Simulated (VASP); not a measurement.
# C (P2_1/m) in VASP: a series of runs, part 2 of 2

VASP 6.6.1.

### Step 4. Single point, PBEsol (mode 4 frozen in at -0.284 Å, normal strain along x +0.0233)

INCAR

```
SYSTEM = C
ALGO = Normal ; EDIFF = 1E-6
ENCUT = 520 ; GGA = PS
ISIF = 2 ; ISMEAR = 0
LASPH = .True. ; LCHARG = .False.
LREAL = .False. ; LWAVE = .False.
NBANDS = 16 ; NELM = 60
PREC = Accurate ; SIGMA = 0.15
```

KPOINTS

```
k-points
0
Gamma
  18 18 6
  0 0 0
```

POSCAR

```
C
1.0
    2.5160214960      0.0000000000      0.0000000000
   -1.2580107480      2.1293252536      0.0000000000
    0.0000000000      0.0000000000      7.2458067263
C
4
Direct
   -0.1154958935      0.0000000000      0.0025000000
    0.1154958935      0.0000000000      0.5025000000
    0.2178266890      0.6666666667      0.0025000000
    0.7821733110      0.3333333333      0.5025000000
```

Potentials or basis: VASP PAW PBE potentials, release 64 (C).

On the command line:

```
> cat potpaw_PBE.64/C/POTCAR > POTCAR
> mpirun -np 1 vasp_std > vasp.out
```

OUTCAR:

```text
SYSTEM = C
   EDIFF = 1E-6
   ENCUT = 520
   GGA = PS
   ISIF = 2
   ISMEAR = 0
   LASPH = .True.
   LREAL = .False.
   NELM = 60
   PREC = Accurate

 ion  position               nearest neighbor table
   1  0.885  0.000  0.002-   3 1.42   3 1.44   3 1.44
   2  0.115  0.000  0.502-   4 1.42   4 1.44   4 1.44
   3  0.218  0.667  0.002-   1 1.42   1 1.44   1 1.44
   4  0.782  0.333  0.502-   2 1.42   2 1.44   2 1.44

  Warning from LATTYP: Monoclinic adjustment (A1->A3, A2->A1, A3->A2)!
  LATTYP: Found a base centered orthorhombic cell.
 ALAT       =     2.5160214960
 B/A-ratio  =     1.6926129264
 C/A-ratio  =     2.8798667809

  Lattice vectors:

 A1 = (   1.2580107480,  -2.1293252536,   0.0000000000)
 A2 = (   1.2580107480,   2.1293252536,   0.0000000000)
 A3 = (   0.0000000000,   0.0000000000,   7.2458067263)

Analysis of symmetry for initial positions (statically):
=====================================================================
 Subroutine PRICEL returns:
 Original cell was already a primitive cell.

 Routine SETGRP: Setting up the symmetry group for a
 base centered orthorhombic supercell.

 Subroutine GETGRP returns: Found  4 space group operations
 (whereof  1 operations were pure point group operations)
 out of a pool of  8 trial point group operations.

The static configuration has the point symmetry C_1 .
 The point group associated with its full space group is C_2h.

Analysis of symmetry for dynamics (positions and initial velocities):
=====================================================================
 Subroutine PRICEL returns:
 Original cell was already a primitive cell.

 Routine SETGRP: Setting up the symmetry group for a
 base centered orthorhombic supercell.

 Subroutine GETGRP returns: Found  4 space group operations
 (whereof  1 operations were pure point group operations)
 out of a pool of  8 trial point group operations.

The dynamic configuration has the point symmetry C_1 .
 The point group associated with its full space group is C_2h.

 Subroutine INISYM returns: Found  4 space group operations
 (whereof  1 operations are pure point group operations),
 and found     1 'primitive' translations

----------------------------------------------------------------------------------------

                                     Primitive cell

  volume of cell :      38.8189

  direct lattice vectors                    reciprocal lattice vectors
     2.516021496  0.000000000  0.000000000     0.397452884  0.234816170  0.000000000
    -1.258010748  2.129325254  0.000000000     0.000000000  0.469632339  0.000000000
     0.000000000  0.000000000  7.245806726     0.000000000  0.000000000  0.138010858

  length of vectors
     2.516021496  2.473179548  7.245806726     0.461635602  0.469632339  0.138010858

  position of ions in fractional coordinates (direct lattice)
     0.884504107  0.000000000  0.002500000
     0.115495893  0.000000000  0.502500000
     0.217826689  0.666666667  0.002500000
     0.782173311  0.333333333  0.502500000

  ion indices of the primitive-cell ions
   primitive index   ion index
                 1           1
[... 27 lines left out ...]

 Found    656 irreducible k-points:

 Following reciprocal coordinates:
            Coordinates               Weight
  0.000000  0.000000  0.000000      1.000000
  0.055556  0.000000  0.000000      2.000000
  0.055556 -0.055556  0.000000      2.000000
  0.111111  0.000000  0.000000      2.000000
  0.111111 -0.111111  0.000000      2.000000
  0.166667  0.000000  0.000000      2.000000
[... 16 lines left out ...]
  0.111111  0.055556  0.000000      2.000000
  0.111111 -0.166667  0.000000      2.000000
 [... further k-points ...]
   k-points           NKPTS =    656   k-points in BZ     NKDIM =    656   number of bands    NBANDS=     16
   number of dos      NEDOS =    301   number of ions     NIONS =      4
   total plane-waves  NPLWV =  19440
   dimension x,y,z NGX =    20 NGY =   18 NGZ =   54
   dimension x,y,z NGXF=    40 NGYF=   36 NGZF=  108
   ions per type =               4
   NGX,Y,Z   is equivalent  to a cutoff of  13.21, 12.10, 12.39 a.u.
   NGXF,Y,Z  is equivalent  to a cutoff of  26.43, 24.20, 24.78 a.u.
 SYSTEM =  C
   PREC   = accura    normal or accurate (medium, high low for compatibility)
   ISTART =      0    job   : 0-new  1-cont  2-samecut
   ICHARG =      2    charge: 1-file 2-atom 10-const
   ISPIN  =      1    spin polarized calculation?
   LNONCOLLINEAR =      F non collinear calculations
   LSORBIT =      F    spin-orbit coupling
   LASPH  =      T    aspherical Exc in radial PAW
   ENCUT  =  520.0 eV  38.22 Ry    6.18 a.u.   4.68  4.60 13.47*2*pi/ulx,y,z
   NELM   =     60;   NELMIN=  2; NELMDL= -5     # of ELM steps
   EDIFF  = 0.1E-05   stopping-criterion for ELM
   LREAL  =      F    real-space projection
   EDIFFG = 0.1E-04   stopping-criterion for IOM
   NSW    =      0    number of steps for IOM
   IBRION =     -1    ionic relax: 0-MD 1-quasi-New 2-CG
   NFREE  =      0    steps in history (QN), initial steepest desc. (CG)
   ISIF   =      2    stress and relaxation
   ISYM   =      2    0-nonsym 1-usesym 2-fastsym
   POTIM  = 0.5000    time-step for ionic-motion
   TEBEG  =    0.0;   TEEND  =   0.0 temperature during run
   PSTRESS=    0.0 pullay stress
   NELECT =      16.0000    total number of electrons
   NUPDOWN=      -1.0000    fix difference up-down
   EMIN   =  10.00;   EMAX   =-10.00  energy-range for DOS
   EFERMI =   0.00;   METHOD = LEGACY
   ISMEAR =     0;   SIGMA  =   0.15  broadening in eV -4-tet -1-fermi 0-gaus
   EFERMI_NEDOS =   21; number of points for ismear=-14 and -15
   IALGO  =     38    algorithm
   IMIX   =      4    mixing-type and parameters
     AMIX     =   0.40;   BMIX     =  1.00
     AMIX_MAG =   1.60;   BMIX_MAG =  1.00
  volume/ion in A,a.u.               =       9.70        65.49
  Fermi-wavevector in a.u.,A,eV,Ry     =   1.218336  2.302321 20.195712  1.484343
  Thomas-Fermi vector in A             =   2.353626
   LORBIT       =      0    0 simple, 1 ext, 2 COOP (PROOUT), +10 PAW based schemes
   GGA     = PS    functional components
   LHFCALC =     F    Hartree Fock is set to
   AEXX    =    0.0000 exact exchange contribution
   IVDW    =     0    specifies the selected vdW correction
   LEPSILON=     F    determine dielectric tensor
   LRPA    =     F    only Hartree local field effects (RPA)
 non-spin polarized calculation
 Gauss-broadening in eV      SIGMA  =   0.15
  energy-cutoff  :      520.00
  volume of cell :       38.82
 maximum number of plane-waves:      1062
   NGX =  9   NGY =  9   NGZ = 27

 number of electron      15.9999998 magnetization

 Free energy of the ion-electron system (eV)
  ---------------------------------------------------
  ext. energy  EPLUGINS =         0.00000000
  ---------------------------------------------------
  free energy    TOTEN  =       -38.52049472 eV

  energy without entropy =      -38.51990288  energy(sigma->0) =      -38.52019880

 E-fermi :   3.8214     XC(G=0):  -9.9521

 val. band max:        3.7373321759   @ k =   0.3333   0.3333   0.3333
 cond. band min:       3.9098911705   @ k =   0.3333   0.3333   0.3333
 fundamental gap:      0.1725589946
 Fermi energy:         3.8214174499

 k-point     1 :       0.0000    0.0000    0.0000
  band No.  band energies     occupation
      1     -15.5442      2.00000
      2     -15.3754      2.00000
      3      -4.3113      2.00000
      4      -2.9528      2.00000
      5       0.7660      2.00000
      6       0.7672      2.00000
[... 433 lines left out ...]
      3      -3.6995      2.00000
      4      -2.3729      2.00000
      5      -1.0235      2.00000
      6      -0.9923      2.00000
[... 8 lines left out ...]
     15      13.4283      0.00000
     16      13.5319      0.00000

 [... further k-points ...]

------------------------ aborting loop because EDIFF is reached ----------------------------------------

  FORCE on cell =-STRESS in cart. coord.  units (eV):
  Direction    XX          YY          ZZ          XY          YZ          ZX
  --------------------------------------------------------------------------------------
  -------------------------------------------------------------------------------------
  Total       -5.0536706     -0.6109171      0.0487603     -0.0319858      0.0000000      0.0000000
  in kB     -208.5808410    -25.2144640      2.0124910     -1.3201525      0.0000000      0.0000000
  external PRESSURE =     -77.2609380 kB  Pullay stress =       0.0000000 kB

 VOLUME and BASIS-vectors are now :
 -----------------------------------------------------------------------------
  energy-cutoff  :      520.00
  volume of cell :       38.82
      direct lattice vectors                 reciprocal lattice vectors
     2.516021496  0.000000000  0.000000000     0.397452884  0.234816170  0.000000000
    -1.258010748  2.129325254  0.000000000     0.000000000  0.469632339  0.000000000
     0.000000000  0.000000000  7.245806726     0.000000000  0.000000000  0.138010858

 POSITION                                       TOTAL-FORCE (eV/Angst)
 -----------------------------------------------------------------------------------
      2.22543      0.00000      0.01811        -0.000563     -0.236545      0.000000
      0.29059      0.00000      3.64102         0.000563      0.236545      0.000000
     -0.29062      1.41955      0.01811         0.012363      0.226937      0.000000
      1.54863      0.70978      3.64102        -0.012363     -0.226937      0.000000
 -----------------------------------------------------------------------------------
    total drift:                               -0.000000      0.000000     -0.000010

  FREE ENERGIE OF THE ION-ELECTRON SYSTEM (eV)
  ---------------------------------------------------
  free  energy   TOTEN  =       -38.5204947250 eV

  energy  without entropy=      -38.5199028766  energy(sigma->0) =      -38.52019880
```

stdout:

```text
POSCAR found type information on POSCAR C
 POSCAR found :  1 types and       4 ions
 scaLAPACK will be used
 -----------------------------------------------------------------------------
|                                                                             |
|                                                                             |
|     You enforced a specific xc type in the INCAR file but a different       |
|     I HOPE YOU KNOW WHAT YOU ARE DOING!                                     |
|                                                                             |
 -----------------------------------------------------------------------------

 LDA part: xc-table for (Slater+PW92), standard interpolation
 POSCAR, INCAR and KPOINTS ok, starting setup
 FFT: planning ... GRIDC
 FFT: planning ... GRID_SOFT
 FFT: planning ... GRID
 WAVECAR not read
 entering main loop
```

It took 4.7 min on 1 thread of Oxide Virtual Turin-like, shared host; peak memory 0.34 GiB.

Results:

```yaml
Free_energy: -38.5205 eV
Pressure: -7.7 GPa
Largest_force: 0.237 eV/Å
Band_gap_on_the_k_mesh: 0.17 eV, direct
```

Forces in eV/Å, atoms in the order of the input:
```
C   -0.001 -0.237  0.000
C    0.001  0.237  0.000
C    0.012  0.227  0.000
C   -0.012 -0.227  0.000
```

Stress tensor (GPa, compression positive):
```
-20.86  -0.13   0.00
 -0.13  -2.52   0.00
  0.00   0.00   0.20
```

Caveat: the cell differs from its parent crystal (mode 4 frozen in at -0.284 Å, normal strain along x +0.0233); the PAW data sets were made with another functional, which shifts forces and pressure a little; this functional lacks dispersion, which binds the layers, so the pressure and a relaxed spacing across them are unreliable. A k mesh can miss the band edges.

### Step 5. Single point, PBEsol (mode 4 frozen in at -0.142 Å, normal strain along x +0.0467)

INCAR

```
PREC     = Accurate       # precision mode
ENCUT    = 520            # plane-wave cutoff, eV
EDIFF    = 1E-7           # SCF threshold, eV
ISMEAR   = 0              # smearing method
SIGMA    = 0.15           # smearing width, eV
LREAL    = F              # projectors in reciprocal space
LASPH    = T              # aspherical terms in the spheres
NELM     = 60             # most SCF steps
ALGO     = Normal         # electronic algorithm
ISIF     = 2              # what is computed and relaxed
LWAVE    = F              # write WAVECAR
LCHARG   = F              # write CHGCAR
GGA      = PS             # functional
NBANDS   = 16             # bands
```

KPOINTS

```
regular mesh
0
Gamma
  18 18 6
```

POSCAR

```
C
1.0
    2.5735558486      0.0000000000      0.0000000000
   -1.2867779243      2.1293252536      0.0000000000
    0.0000000000      0.0000000000      7.2458067263
C
4
Direct
   -0.0577479467      0.0000000000      0.0025000000
    0.0577479467      0.0000000000      0.5025000000
    0.2755800112      0.6666666667      0.0025000000
    0.7244199888      0.3333333333      0.5025000000
```

On the command line:

```
> cat potpaw_PBE.64/C/POTCAR > POTCAR
> mpirun -np 1 vasp_std > vasp.out
```

Wall time 5.8 min (1 thread of Oxide Virtual Turin-like, shared host); peak memory 0.35 GiB.

It converged, with:

```
Free energy            : -38.3554 eV
Pressure               : -15.0 GPa
Largest force          : 0.370 eV/Å
Band gap on the k mesh : 0.27 eV, direct
```

Forces in eV/Å, atoms in the order of the input:
```
C   -0.002 -0.370  0.000
C    0.002  0.370  0.000
C    0.011  0.368  0.000
C   -0.011 -0.368  0.000
```

Stress tensor (GPa, compression positive):
```
-39.66  -0.10   0.00
 -0.10  -5.50   0.00
  0.00   0.00   0.10
```

Levels at points of the mesh, in eV from the valence-band top:
```csv
k point,band 4,band 5,band 6,band 7,band 8,band 9,band 10,band 11,band 12,band 13
"(0.00, 0.00, 0.00)",-6.41,-2.95,-2.94,-2.84,-2.83,3.88,7.54,7.56,8.23,8.26
"(0.50, 0.00, 0.00)",-12.64,-5.87,-5.84,-2.69,-1.96,1.38,2.27,7.33,7.54,10.57
"(0.50, 0.50, 0.00)",-12.67,-5.87,-5.84,-2.44,-2.29,1.80,1.93,7.33,7.54,10.66
"(0.00, 0.50, 0.00)",-12.81,-6.57,-6.54,-2.00,-1.54,1.52,1.96,5.78,5.95,11.16
"(0.00, 0.00, 0.50)",-7.16,-2.95,-2.95,-2.84,-2.84,5.99,5.99,7.55,7.55,8.25
"(0.50, 0.00, 0.50)",-12.68,-5.85,-5.85,-2.33,-2.33,1.74,1.74,7.43,7.43,11.88
"(0.50, 0.50, 0.50)",-12.68,-5.85,-5.85,-2.32,-2.32,1.74,1.74,7.43,7.43,11.81
"(0.00, 0.50, 0.50)",-12.83,-6.55,-6.55,-1.74,-1.74,1.65,1.65,5.86,5.86,11.93
```

Caveat: the cell differs from its parent crystal (mode 4 frozen in at -0.142 Å, normal strain along x +0.0467); the PAW data sets were made with another functional, which shifts forces and pressure a little; this functional lacks dispersion, which binds the layers, so the pressure and a relaxed spacing across them are unreliable. A k mesh can miss the band edges.

### Step 6. The runs side by side

| cell | gap on the mesh (eV) | pressure (GPa) | largest force (eV/Å) |
| --- | --- | --- | --- |
| a = 2.401, b = 2.445, c = 7.246 Å, angles 90.0, 90.0, 119.4°, 4 atoms | 0.19 | 10.5 | 0.35 |
| a = 2.516, b = 2.473, c = 7.246 Å, angles 90.0, 90.0, 120.6°, 4 atoms | 0.17 | -7.7 | 0.24 |
| a = 2.574, b = 2.488, c = 7.246 Å, angles 90.0, 90.0, 121.1°, 4 atoms | 0.27 | -15.0 | 0.37 |

Some of these runs hold the atoms at other places in the same cell, which the table doesn't show; runs alike in all that it shows share one row.

Alike in all rows: task single point; level PBEsol; potentials or basis VASP PAW PBE potentials, release 64 (C); no spin polarisation; k mesh 18 × 18 × 6; cutoff (eV) 520; smearing gaussian 0.15 eV.

Caveats: the PAW data sets were made with another functional, which shifts forces and pressure a little; this functional lacks dispersion, which binds the layers, so the pressure and a relaxed spacing across them are unreliable.

Total energies depend on the potentials used, so only differences within one code and one set of settings carry meaning.
